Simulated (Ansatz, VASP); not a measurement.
# SrO: VASP beside Ansatz

POSCAR

```
SrO
1.0
    0.0000000000      2.5798923266      2.5798923266
    2.6861838904      0.0000000000      2.5798923266
    2.6861838904      2.5798923266      0.0000000000
Sr O
1 1
Direct
    0.0000000000      0.0000000000      0.0000000000
    0.5000000000      0.5000000000      0.5000000000
```

File INCAR.step1:

```
SYSTEM = SrO
PREC     = Accurate       ! precision mode
ENCUT    = 520            ! plane-wave cutoff, eV
ISMEAR   = 0              ! smearing method
SIGMA    = 0.01           ! smearing width, eV
LREAL    = .FALSE.        ! projectors in reciprocal space
LASPH    = .TRUE.         ! aspherical terms in the spheres
NELM     = 80             ! most SCF steps
NBANDS   = 15             ! bands
GGA      = PE             ! functional
ALGO     = Normal         ! electronic algorithm
EDIFF    = 1E-4           ! SCF threshold, eV
LWAVE    = .TRUE.         ! write WAVECAR
LCHARG   = .FALSE.        ! write CHGCAR
```

INCAR.step2

```
SYSTEM = SrO
PREC     = Accurate       ! precision mode
ENCUT    = 520            ! plane-wave cutoff, eV
EDIFF    = 1E-6           ! SCF threshold, eV
ISMEAR   = 0              ! smearing method
SIGMA    = 0.01           ! smearing width, eV
LREAL    = .FALSE.        ! projectors in reciprocal space
LASPH    = .TRUE.         ! aspherical terms in the spheres
NELM     = 80             ! most SCF steps
ALGO     = Normal         ! electronic algorithm
ISIF     = 2              ! what is computed and relaxed
LWAVE    = .FALSE.        ! write WAVECAR
LCHARG   = .TRUE.         ! write CHGCAR
METAGGA  = R2SCAN         ! meta-GGA
LMIXTAU  = .TRUE.       
LELF     = .TRUE.         ! ELF
LVHAR    = .TRUE.       
NBANDS   = 15             ! bands
ISTART   = 1
```

Contents of KPOINTS:

```
Automatic mesh
0
G
  8 8 8
  0 0 0
```

Input for Ansatz:

```yaml
crystal:
  lattice:
    - [0.0, 2.5798923266, 2.5798923266]
    - [2.6861838904, 0.0, 2.5798923266]
    - [2.6861838904, 2.5798923266, 0.0]
  atoms:
    - { symbol: Sr, position: [0.0, 0.0, 0.0] }
    - { symbol: O, position: [0.5, 0.5, 0.5] }
kpoints:
  mp_grid: { grid: [8, 8, 8] }
  band_path:
    path:
      - [0.0, 0.0, 0.0]
      - [0.5, 0.0, 0.5]
      - [0.625, 0.25, 0.625]
      - [0.375, 0.375, 0.75]
      - [0.5, 0.5, 0.5]
      - [0.5, 0.25, 0.75]
    npoints: 1
hamiltonian:
  xc: r2scan
scf:
  occupations: { method: fixed }
  n_extra_bands: 4
output:
  forces: true
  stress: true
  eigenvalues: true
```

Change from the starting cell: uniaxial_x strain +4.1%.

Alike in both runs: task single point; functional r2SCAN; k mesh 8 × 8 × 8; no spin polarisation.

```csv
,VASP,Ansatz
version,VASP 6.6.1,Ansatz 0.2.0
potentials or method,"VASP PAW PBE potentials, release 64 (Sr_sv, O)","plane waves, PAW"
plane-wave cutoff (eV),520,500
occupations,"gaussian, width 0.01 eV",fixed
valence electrons in the cell,16,16
```

Ansatz gave:

```
gap on the k mesh at the Fermi level (eV)                     : 3.73
pressure (GPa)                                                : -3.2
traceless stress, the component that is largest in VASP (GPa) : -2.66
```

Problem. Which values does VASP return?

Solution. gap on the k mesh at the Fermi level (eV): 3.68; pressure (GPa): -2.7; traceless stress, the component that is largest in VASP (GPa): -2.80.

VASP's potentials were made for PBE, not for r2SCAN.
